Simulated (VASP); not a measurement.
Wanted: the native input for a VASP 6.6.1 run.

```
Task                   : single point
Functional             : PBE
Potentials or basis    : VASP PAW PBE potentials, release 64 (N, Al)
Cutoff                 : 520 eV
k mesh                 : 9 × 9 × 1
Occupations            : gaussian, width 0.05 eV
Spin                   : collinear spin
Starting moments       : [0.0, 0.0, 0.0, 0.0, 3.0, 0.0, 0.0, 0.0, 0.0] μB
Dipole correction      : yes
Further INCAR settings : ALGO = Normal; EDIFF = 1e-06; NBANDS = 32
```

The structure of Al4N5 lies in POSCAR:

```
Al4N5
1.0
    3.1297683445      0.0000000000      0.0000000000
   -1.5648841723      2.7104588943      0.0000000000
    0.0000000000      0.0000000000     25.0621509606
N Al
5 4
Direct
    0.3333333333      0.6666666667      0.1596032203
    0.6666666667      0.3333333333      0.2597004396
    0.3333333333      0.6666666667      0.3620561642
    0.6666666667      0.3333333333      0.4610505141
    0.6666666667      0.6666666667      0.5798445227
    0.6666666667      0.3333333333      0.1833176549
    0.3333333333      0.6666666667      0.2834148742
    0.6666666667      0.3333333333      0.3814237064
    0.3333333333      0.6666666667      0.4812895341
```

The input as run:

INCAR

```
SYSTEM = Al4N5
PREC = Accurate ; ENCUT = 520
EDIFF = 1E-6 ; ISMEAR = 0
SIGMA = 0.05 ; LREAL = .FALSE.
LASPH = .TRUE. ; NELM = 150
ALGO = Normal ; ISIF = 2
LWAVE = .FALSE. ; LCHARG = .TRUE.
ISPIN = 2 ; MAGMOM = 0 0 0 0 3 0 0 0 0
LORBIT = 11 ; LDIPOL = .TRUE.
IDIPOL = 3 ; DIPOL = 0.5 0.5 0.350
GGA = PE ; LELF = .TRUE.
LVHAR = .TRUE. ; LVACPOTAV = .TRUE.
NBANDS = 32
```

KPOINTS

```
Automatic mesh
0
G
  9 9 1
  0 0 0
```

Potentials or basis: VASP PAW PBE potentials, release 64 (N, Al).

Run with:

```bash
$ cat potpaw_PBE.64/N/POTCAR potpaw_PBE.64/Al/POTCAR > POTCAR
$ mpirun -np 1 vasp_std > vasp.out
```

It gave:

```yaml
Largest_force: 2.504 eV/Å
Net_moment: 2.39 μB per cell
Site_moments: N -0.03, +0.00, +0.02, +1.62 (each value once); Al -0.00, +0.00, -0.01 (each value once) μB
Valence_electrons_inside_the_program's_atomic_spheres: N 3.70, 3.84, 3.86, 3.30 (each value once); Al 0.80, 0.79, 0.75 (each value once)
```

Wall time 50 min on 1 thread of Oxide Virtual Turin-like Processor (shared host), peak memory 0.61 GiB.
